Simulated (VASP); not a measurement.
# Ti3Si2 (Pm-3m) in VASP: single point with PBE

Aim: the single point of Ti3Si2 with PBE.

All numbers are computed with VASP 6.6.1; they aren't measurements. Logs are shortened: lines on timing, memory, paths and dates and some standing lists are left out, and cuts for length are marked.

### Step 1. The cell of the first run

It takes space group Pm-3m (No. 221, cubic). The conventional cell has a = 4.214 Å, b = 4.214 Å, c = 4.214 Å, α = 90.00°, β = 90.00°, γ = 90.00°. Within 2.8 Å of Ti (site symmetry 4/mmm) lie 2 Si at 2.11 Å. Within 2.8 Å of Si (site symmetry m-3m) lie 6 Ti at 2.11 Å. Within 3.9 Å of Si (site symmetry m-3m) lie 12 Ti at 2.98 Å and 8 Si at 3.65 Å.

The cell was generated, and may not be a known phase.

### Step 2. Single point, PBE

INCAR reads:

```
PREC = Accurate
ENCUT = 550
EDIFF = 1E-6
ISMEAR = 0
SIGMA = 0.1
LREAL = F
LASPH = T
NELM = 300
ALGO = All
ISIF = 2
LWAVE = F
LCHARG = F
GGA = PE
NBANDS = 30
GGA_COMPAT = F
ISEARCH = 1
KPAR = 4
```

KPOINTS reads:

```
Automatic mesh
0
Gamma
  4 4 4
```

POSCAR reads:

```
Ti3Si2
1.0
    4.2143039200      0.0000000000      0.0000000000
    0.0000000000      4.2143039200      0.0000000000
    0.0000000000      0.0000000000      4.2143039200
Ti Si
3 2
Direct
    0.5000000000      0.0000000000      0.0000000000
    0.0000000000      0.5000000000      0.0000000000
    0.0000000000      0.0000000000      0.5000000000
    0.0000000000      0.0000000000      0.0000000000
    0.5000000000      0.5000000000      0.5000000000
```

Potentials or basis: VASP PAW PBE potentials, release 64 (Ti_sv, Si).

On the command line:

```console
cat potpaw_PBE.64/Ti_sv/POTCAR potpaw_PBE.64/Si/POTCAR > POTCAR
mpirun -np 4 vasp_std > vasp.out
```

OUTCAR:

```text
PREC = Accurate
   ENCUT = 550
   EDIFF = 1E-6
   ISMEAR = 0
   LREAL = F
   LASPH = T
   NELM = 300
   ISIF = 2
   GGA = PE

 ion  position               nearest neighbor table
   1  0.500  0.000  0.000-   4 2.11   4 2.11   5 2.98   5 2.98   5 2.98   5 2.98
   2  0.000  0.500  0.000-   4 2.11   4 2.11   5 2.98   5 2.98   5 2.98   5 2.98
   3  0.000  0.000  0.500-   4 2.11   4 2.11   5 2.98   5 2.98   5 2.98   5 2.98
   4  0.000  0.000  0.000-   1 2.11   2 2.11   3 2.11   3 2.11   2 2.11   1 2.11
   5  0.500  0.500  0.500-   1 2.98   2 2.98   3 2.98   1 2.98   2 2.98   1 2.98   3 2.98   1 2.98
                             2 2.98   3 2.98   2 2.98   3 2.98

  LATTYP: Found a simple cubic cell.
 ALAT       =     4.2143039200

  Lattice vectors:

 A1 = (   4.2143039200,   0.0000000000,   0.0000000000)
 A2 = (   0.0000000000,   4.2143039200,   0.0000000000)
 A3 = (   0.0000000000,   0.0000000000,   4.2143039200)

Analysis of symmetry for initial positions (statically):
=====================================================================
 Subroutine PRICEL returns:
 Original cell was already a primitive cell.

 Routine SETGRP: Setting up the symmetry group for a
 simple cubic supercell.

 Subroutine GETGRP returns: Found 48 space group operations
 (whereof 48 operations were pure point group operations)
 out of a pool of 48 trial point group operations.

The static configuration has the point symmetry O_h .

Analysis of symmetry for dynamics (positions and initial velocities):
=====================================================================
 Subroutine PRICEL returns:
 Original cell was already a primitive cell.

 Routine SETGRP: Setting up the symmetry group for a
 simple cubic supercell.

 Subroutine GETGRP returns: Found 48 space group operations
 (whereof 48 operations were pure point group operations)
 out of a pool of 48 trial point group operations.

The dynamic configuration has the point symmetry O_h .

 Subroutine INISYM returns: Found 48 space group operations
 (whereof 48 operations are pure point group operations),
 and found     1 'primitive' translations

----------------------------------------------------------------------------------------

                                     Primitive cell

  volume of cell :      74.8475

  direct lattice vectors                    reciprocal lattice vectors
     4.214303920  0.000000000  0.000000000     0.237287111  0.000000000  0.000000000
     0.000000000  4.214303920  0.000000000     0.000000000  0.237287111  0.000000000
     0.000000000  0.000000000  4.214303920     0.000000000  0.000000000  0.237287111

  length of vectors
     4.214303920  4.214303920  4.214303920     0.237287111  0.237287111  0.237287111

  position of ions in fractional coordinates (direct lattice)
     0.500000000  0.000000000  0.000000000
     0.000000000  0.500000000  0.000000000
     0.000000000  0.000000000  0.500000000
     0.000000000  0.000000000  0.000000000
     0.500000000  0.500000000  0.500000000

  ion indices of the primitive-cell ions
   primitive index   ion index
                 1           1
                 2           2
                 3           3
                 4           4
                 5           5

----------------------------------------------------------------------------------------

 KPOINTS: Automatic mesh

Automatic generation of k-mesh.
 Grid dimensions read from file:
 generate k-points for:    4    4    4

 Generating k-lattice:

  Cartesian coordinates                     Fractional coordinates (reciprocal lattice)
     0.059321778  0.000000000  0.000000000     0.250000000  0.000000000  0.000000000
     0.000000000  0.059321778  0.000000000     0.000000000  0.250000000  0.000000000
     0.000000000  0.000000000  0.059321778     0.000000000  0.000000000  0.250000000

  Length of vectors
     0.059321778  0.059321778  0.059321778

  Shift w.r.t. Gamma in fractional coordinates (k-lattice)
     0.000000000  0.000000000  0.000000000

 Subroutine IBZKPT returns following result:
 ===========================================

 Found     10 irreducible k-points:

 Following reciprocal coordinates:
            Coordinates               Weight
  0.000000  0.000000  0.000000      1.000000
  0.250000  0.000000  0.000000      6.000000
  0.500000  0.000000  0.000000      3.000000
  0.250000  0.250000  0.000000     12.000000
  0.500000  0.250000  0.000000     12.000000
  0.500000  0.500000  0.000000      3.000000
  0.250000  0.250000  0.250000      8.000000
  0.500000  0.250000  0.250000     12.000000
  0.500000  0.500000  0.250000      6.000000
  0.500000  0.500000  0.500000      1.000000
   k-points           NKPTS =     10   k-points in BZ     NKDIM =     10   number of bands    NBANDS=     30
   number of dos      NEDOS =    301   number of ions     NIONS =      5
   total plane-waves  NPLWV =  32768
   dimension x,y,z NGX =    32 NGY =   32 NGZ =   32
   dimension x,y,z NGXF=    64 NGYF=   64 NGZF=   64
   ions per type =               3   2
   NGX,Y,Z   is equivalent  to a cutoff of  12.62, 12.62, 12.62 a.u.
   NGXF,Y,Z  is equivalent  to a cutoff of  25.25, 25.25, 25.25 a.u.
 SYSTEM =  unknown system
   PREC   = accura    normal or accurate (medium, high low for compatibility)
   ISTART =      0    job   : 0-new  1-cont  2-samecut
   ICHARG =      2    charge: 1-file 2-atom 10-const
   ISPIN  =      1    spin polarized calculation?
   LNONCOLLINEAR =      F non collinear calculations
   LSORBIT =      F    spin-orbit coupling
   LASPH  =      T    aspherical Exc in radial PAW
   ENCUT  =  550.0 eV  40.42 Ry    6.36 a.u.   8.06  8.06  8.06*2*pi/ulx,y,z
   NELM   =    300;   NELMIN=  2; NELMDL= -5     # of ELM steps
   EDIFF  = 0.1E-05   stopping-criterion for ELM
   LREAL  =      F    real-space projection
   EDIFFG = 0.1E-04   stopping-criterion for IOM
   NSW    =      0    number of steps for IOM
   IBRION =     -1    ionic relax: 0-MD 1-quasi-New 2-CG
   NFREE  =      0    steps in history (QN), initial steepest desc. (CG)
   ISIF   =      2    stress and relaxation
   ISYM   =      2    0-nonsym 1-usesym 2-fastsym
   POTIM  = 0.5000    time-step for ionic-motion
   TEBEG  =    0.0;   TEEND  =   0.0 temperature during run
   PSTRESS=    0.0 pullay stress
   NELECT =      44.0000    total number of electrons
   NUPDOWN=      -1.0000    fix difference up-down
   EMIN   =  10.00;   EMAX   =-10.00  energy-range for DOS
   EFERMI =   0.00;   METHOD = LEGACY
   ISMEAR =     0;   SIGMA  =   0.10  broadening in eV -4-tet -1-fermi 0-gaus
   EFERMI_NEDOS =   21; number of points for ismear=-14 and -15
   IALGO  =     58    algorithm
   IMIX   =      4    mixing-type and parameters
     AMIX     =   0.40;   BMIX     =  1.00
     AMIX_MAG =   1.60;   BMIX_MAG =  1.00
  volume/ion in A,a.u.               =      14.97       101.02
  Fermi-wavevector in a.u.,A,eV,Ry     =   1.371408  2.591584 25.589275  1.880759
  Thomas-Fermi vector in A             =   2.497107
   LORBIT       =      0    0 simple, 1 ext, 2 COOP (PROOUT), +10 PAW based schemes
   GGA     = PE    functional components
   LHFCALC =     F    Hartree Fock is set to
   AEXX    =    0.0000 exact exchange contribution
   IVDW    =     0    specifies the selected vdW correction
   LEPSILON=     F    determine dielectric tensor
   LRPA    =     F    only Hartree local field effects (RPA)
 non-spin polarized calculation
 Gauss-broadening in eV      SIGMA  =   0.10
  energy-cutoff  :      550.00
  volume of cell :       74.85
 maximum number of plane-waves:      2272
   NGX = 17   NGY = 17   NGZ = 17

 number of electron      43.9999985 magnetization

 Free energy of the ion-electron system (eV)
  ---------------------------------------------------
  ext. energy  EPLUGINS =         0.00000000
  ---------------------------------------------------
  free energy    TOTEN  =       -31.40970552 eV

  energy without entropy =      -31.38175476  energy(sigma->0) =      -31.39573014

 E-fermi :   9.5684     XC(G=0): -11.5793

 val. band max:        9.5632869936   @ k =   0.5000   0.5000   0.2500
 cond. band min:       9.6559638255   @ k =   0.2500   0.0000   0.0000
 fundamental gap:      0.0926768319
 Fermi energy:         9.5683963793

 k-point     1 :       0.0000    0.0000    0.0000
  band No.  band energies     occupation
      1     -47.0890      2.00000
      2     -46.9831      2.00000
      3     -46.9831      2.00000
      4     -23.6697      2.00000
      5     -23.6697      2.00000
      6     -23.6697      2.00000
[... 22 lines left out ...]
     29      12.0690      0.00000
     30      12.0690      0.00000

 k-point     2 :       0.2500    0.0000    0.0000
  band No.  band energies     occupation
      1     -47.0753      2.00000
      2     -46.9959      2.00000
      3     -46.9830      2.00000
      4     -23.6417      2.00000
      5     -23.6417      2.00000
      6     -23.6287      2.00000
[... 22 lines left out ...]
     29      12.4653      0.00000
     30      12.4778      0.00000

 k-point     3 :       0.5000    0.0000    0.0000
  band No.  band energies     occupation
      1     -47.0537      2.00000
      2     -47.0166      2.00000
      3     -46.9828      2.00000
      4     -23.6083      2.00000
      5     -23.6083      2.00000
      6     -23.5652      2.00000
[... 22 lines left out ...]
     29      11.8872      0.00000
     30      13.6144      0.00000

 k-point     4 :       0.2500    0.2500    0.0000
  band No.  band energies     occupation
      1     -47.0630      2.00000
      2     -46.9997      2.00000
      3     -46.9903      2.00000
      4     -23.7086      2.00000
      5     -23.6122      2.00000
      6     -23.5190      2.00000
[... 154 lines left out ...]
     29      12.0471      0.00000
     30      12.5655      0.00000

 k-point     9 :       0.5000    0.5000    0.2500
  band No.  band energies     occupation
      1     -47.0171      2.00000
      2     -47.0162      2.00000
      3     -47.0162      2.00000
      4     -23.9125      2.00000
      5     -23.4830      2.00000
      6     -23.4320      2.00000
[... 22 lines left out ...]
     29      12.2537      0.00000
     30      12.2834      0.00000

 k-point    10 :       0.5000    0.5000    0.5000
  band No.  band energies     occupation
      1     -47.0160      2.00000
      2     -47.0160      2.00000
      3     -47.0160      2.00000
      4     -23.9968      2.00000
      5     -23.4822      2.00000
      6     -23.4822      2.00000
[... 22 lines left out ...]
     29      11.8495      0.00000
     30      12.7332      0.00000

------------------------ aborting loop because EDIFF is reached ----------------------------------------

  FORCE on cell =-STRESS in cart. coord.  units (eV):
  Direction    XX          YY          ZZ          XY          YZ          ZX
  --------------------------------------------------------------------------------------
  -------------------------------------------------------------------------------------
  Total       15.6262950     15.6262950     15.6262950     -0.0000000      0.0000000     -0.0000000
  in kB      334.4945492    334.4945492    334.4945492     -0.0000000      0.0000000     -0.0000000
  external PRESSURE =     334.4945492 kB  Pullay stress =       0.0000000 kB

 VOLUME and BASIS-vectors are now :
 -----------------------------------------------------------------------------
  energy-cutoff  :      550.00
  volume of cell :       74.85
      direct lattice vectors                 reciprocal lattice vectors
     4.214303920  0.000000000  0.000000000     0.237287111  0.000000000  0.000000000
     0.000000000  4.214303920  0.000000000     0.000000000  0.237287111  0.000000000
     0.000000000  0.000000000  4.214303920     0.000000000  0.000000000  0.237287111

 POSITION                                       TOTAL-FORCE (eV/Angst)
 -----------------------------------------------------------------------------------
      2.10715      0.00000      0.00000         0.000000      0.000000      0.000000
      0.00000      2.10715      0.00000         0.000000      0.000000      0.000000
      0.00000      0.00000      2.10715         0.000000      0.000000      0.000000
      0.00000      0.00000      0.00000         0.000000      0.000000      0.000000
      2.10715      2.10715      2.10715         0.000000      0.000000      0.000000
 -----------------------------------------------------------------------------------
    total drift:                                0.000000      0.000000     -0.000000

  FREE ENERGIE OF THE ION-ELECTRON SYSTEM (eV)
  ---------------------------------------------------
  free  energy   TOTEN  =       -31.4097055186 eV

  energy  without entropy=      -31.3817515959  energy(sigma->0) =      -31.39572856
```

Wall time 9 s (4 MPI ranks of Intel Xeon 6975P-C (Granite Rapids), shared host); peak memory 0.18 GiB.

Results:

| Quantity | Value |
| --- | --- |
| Free energy | -31.4097 eV |
| Pressure | 33.4 GPa |
| Band gap on the k mesh | zero (bands 22 and 23 overlap by 0.33 eV) |

Caveat: the k points lie up to 0.37 Å⁻¹ apart.

The gap in the log of VASP goes by the Fermi energy; the results here count the filled bands.